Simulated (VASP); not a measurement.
# AlN (P2_1) in VASP: a series of runs, part 2 of 2

VASP 6.6.1.

## 4. Single point, LDA

This run uses another cell than the first one, of 10.21 Å³/atom, 1.025 times its volume.

Contents of INCAR:

```
PREC = Accurate ; ENCUT = 520
EDIFF = 1E-6 ; ISMEAR = 0
SIGMA = 0.05 ; LREAL = F
LASPH = T ; NELM = 60
ALGO = Normal ; ISIF = 2
LWAVE = F ; LCHARG = F
GGA = CA ; NBANDS = 16
```

Contents of KPOINTS:

```
regular mesh
0
Gamma
  9 9 6
```

Contents of POSCAR:

```
AlN
1.0
    3.0886152929      0.0000000000      0.0000000000
   -1.5443076465      2.6748193062      0.0000000000
    0.0000000000      0.0000000000      4.9435842906
Al N
2 2
Direct
    0.3147813304      0.6666666667      0.0015210182
    0.6852186696      0.3333333333      0.5015210182
    0.3498904753      0.6666666667      0.3834789818
    0.6501095247      0.3333333333      0.8834789818
```

Potentials or basis: VASP PAW LDA potentials, release 64 (Al, N).

The run is started by

```sh
> cat potpaw_LDA.64/Al/POTCAR potpaw_LDA.64/N/POTCAR > POTCAR
> mpirun -np 1 vasp_std > vasp.out
```

OUTCAR:

```text
PREC = Accurate
   ENCUT = 520
   EDIFF = 1E-6
   ISMEAR = 0
   LREAL = F
   LASPH = T
   NELM = 60
   ISIF = 2
   GGA = CA

 ion  position               nearest neighbor table
   1  0.315  0.667  0.002-   4 1.87   4 1.88   4 1.88   3 1.89   2 2.99   2 2.99   2 3.05   2 3.05
                             2 3.11   2 3.11
   2  0.685  0.333  0.502-   3 1.87   3 1.88   3 1.88   4 1.89   1 2.99   1 2.99   1 3.05   1 3.05
                             1 3.11   1 3.11
   3  0.350  0.667  0.383-   2 1.87   2 1.88   2 1.88   1 1.89
   4  0.650  0.333  0.883-   1 1.87   1 1.88   1 1.88   2 1.89

  LATTYP: Found a hexagonal cell.
 ALAT       =     3.0886152929
 C/A-ratio  =     1.6005827278

  Lattice vectors:

 A1 = (   3.0886152929,   0.0000000000,   0.0000000000)
 A2 = (  -1.5443076465,   2.6748193062,   0.0000000000)
 A3 = (   0.0000000000,   0.0000000000,   4.9435842906)

Analysis of symmetry for initial positions (statically):
=====================================================================
 Subroutine PRICEL returns:
 Original cell was already a primitive cell.

 Routine SETGRP: Setting up the symmetry group for a
 hexagonal supercell.

 Subroutine GETGRP returns: Found  2 space group operations
 (whereof  1 operations were pure point group operations)
 out of a pool of 24 trial point group operations.

The static configuration has the point symmetry C_1 .
 The point group associated with its full space group is C_2 .

Analysis of symmetry for dynamics (positions and initial velocities):
=====================================================================
 Subroutine PRICEL returns:
 Original cell was already a primitive cell.

 Routine SETGRP: Setting up the symmetry group for a
 hexagonal supercell.

[... 120 lines left out ...]
   NELECT =      16.0000    total number of electrons
   NUPDOWN=      -1.0000    fix difference up-down
   EMIN   =  10.00;   EMAX   =-10.00  energy-range for DOS
   EFERMI =   0.00;   METHOD = LEGACY
   ISMEAR =     0;   SIGMA  =   0.05  broadening in eV -4-tet -1-fermi 0-gaus
   EFERMI_NEDOS =   21; number of points for ismear=-14 and -15
   IALGO  =     38    algorithm
   IMIX   =      4    mixing-type and parameters
     AMIX     =   0.40;   BMIX     =  1.00
     AMIX_MAG =   1.60;   BMIX_MAG =  1.00
  volume/ion in A,a.u.               =      10.21        68.90
  Fermi-wavevector in a.u.,A,eV,Ry     =   1.197884  2.263672 19.523354  1.434926
  Thomas-Fermi vector in A             =   2.333787
   LORBIT       =      0    0 simple, 1 ext, 2 COOP (PROOUT), +10 PAW based schemes
   GGA     = CA    functional components
   LHFCALC =     F    Hartree Fock is set to
   AEXX    =    0.0000 exact exchange contribution
   IVDW    =     0    specifies the selected vdW correction
   LEPSILON=     F    determine dielectric tensor
   LRPA    =     F    only Hartree local field effects (RPA)
 non-spin polarized calculation
 Gauss-broadening in eV      SIGMA  =   0.05
  energy-cutoff  :      520.00
  volume of cell :       40.84
 maximum number of plane-waves:      1118
   NGX = 11   NGY = 11   NGZ = 19

 number of electron      15.9999999 magnetization

 Free energy of the ion-electron system (eV)
  ---------------------------------------------------
  ext. energy  EPLUGINS =         0.00000000
  ---------------------------------------------------
  free energy    TOTEN  =       -32.81470047 eV

  energy without entropy =      -32.81470047  energy(sigma->0) =      -32.81470047

 E-fermi :   6.3747     XC(G=0): -11.3448

 val. band max:        6.1381993209   @ k =   0.0000   0.0000   0.0000
 cond. band min:      10.5220656549   @ k =   0.0000   0.0000   0.0000
 fundamental gap:      4.3838663340
 Fermi energy:         6.3746505867

 k-point     1 :       0.0000    0.0000    0.0000
  band No.  band energies     occupation
      1      -9.0552      2.00000
      2      -6.7597      2.00000
      3      -0.0349      2.00000
      4       5.2030      2.00000
      5       5.2569      2.00000
      6       5.7977      2.00000
[... 433 lines left out ...]
      3       1.0981      2.00000
      4       2.1614      2.00000
      5       2.2837      2.00000
      6       3.6785      2.00000
[... 8 lines left out ...]
     15      18.5219      0.00000
     16      20.8625      0.00000

 [... further k-points ...]
[... 5 lines left out ...]
  --------------------------------------------------------------------------------------
  -------------------------------------------------------------------------------------
  Total        0.0815728      0.1677305      0.1477536     -0.0446071      0.0000000      0.0000000
  in kB        3.2000424      6.5799462      5.7962687     -1.7499030      0.0000000      0.0000000
  external PRESSURE =       5.1920858 kB  Pullay stress =       0.0000000 kB

 VOLUME and BASIS-vectors are now :
 -----------------------------------------------------------------------------
  energy-cutoff  :      520.00
  volume of cell :       40.84
      direct lattice vectors                 reciprocal lattice vectors
     3.088615293  0.000000000  0.000000000     0.323769685  0.186928515  0.000000000
    -1.544307647  2.674819306  0.000000000     0.000000000  0.373857029  0.000000000
     0.000000000  0.000000000  4.943584291     0.000000000  0.000000000  0.202282381

 POSITION                                       TOTAL-FORCE (eV/Angst)
 -----------------------------------------------------------------------------------
     -0.05730      1.78321      0.00752         0.326816      0.015736      0.023588
      1.60161      0.89161      2.47931        -0.326816     -0.015736      0.023588
      0.05114      1.78321      1.89576        -0.148974      0.006544     -0.023588
      1.49317      0.89161      4.36755         0.148974     -0.006544     -0.023588
 -----------------------------------------------------------------------------------
    total drift:                               -0.000000     -0.000000     -0.000470

  FREE ENERGIE OF THE ION-ELECTRON SYSTEM (eV)
  ---------------------------------------------------
  free  energy   TOTEN  =       -32.8147004714 eV

  energy  without entropy=      -32.8147004714  energy(sigma->0) =      -32.81470047
```

stdout:

```text
POSCAR found type information on POSCAR AlN
 POSCAR found :  2 types and       4 ions
 scaLAPACK will be used
 LDA part: xc-table for (Slater(with rela. corr.)+CA(PZ))
 , standard interpolation
 POSCAR, INCAR and KPOINTS ok, starting setup
 FFT: planning ... GRIDC
 FFT: planning ... GRID_SOFT
 FFT: planning ... GRID
 WAVECAR not read
 entering main loop
```

It took 27 s on 1 thread of Intel Xeon 6975P-C (Granite Rapids), shared host; peak memory 0.2 GiB.

Results:

```yaml
Free_energy: -32.8147 eV
Pressure: 0.5 GPa
Largest_force: 0.328 eV/Å
Band_gap_on_the_k_mesh: 4.38 eV, direct
```

Forces in eV/Å, atoms in the order of the input:
```
Al   0.327  0.016  0.024
Al  -0.327 -0.016  0.024
N   -0.149  0.007 -0.024
N    0.149 -0.007 -0.024
```

Stress tensor (GPa, compression positive):
```
 0.32 -0.17  0.00
-0.17  0.66  0.00
 0.00  0.00  0.58
```

Levels at points of the mesh, in eV from the valence-band top:
```
           k point  band 4  band 5  band 6  band 7  band 8  band 9  band 10  band 11  band 12  band 13
(0.00, 0.00, 0.00)   -0.94   -0.88   -0.34   -0.16    0.00    4.38     6.70    10.58    10.86    11.32
(0.00, 0.00, 0.50)   -3.39   -0.61   -0.61   -0.56   -0.56    6.57     6.57    10.28    10.28    11.39
```
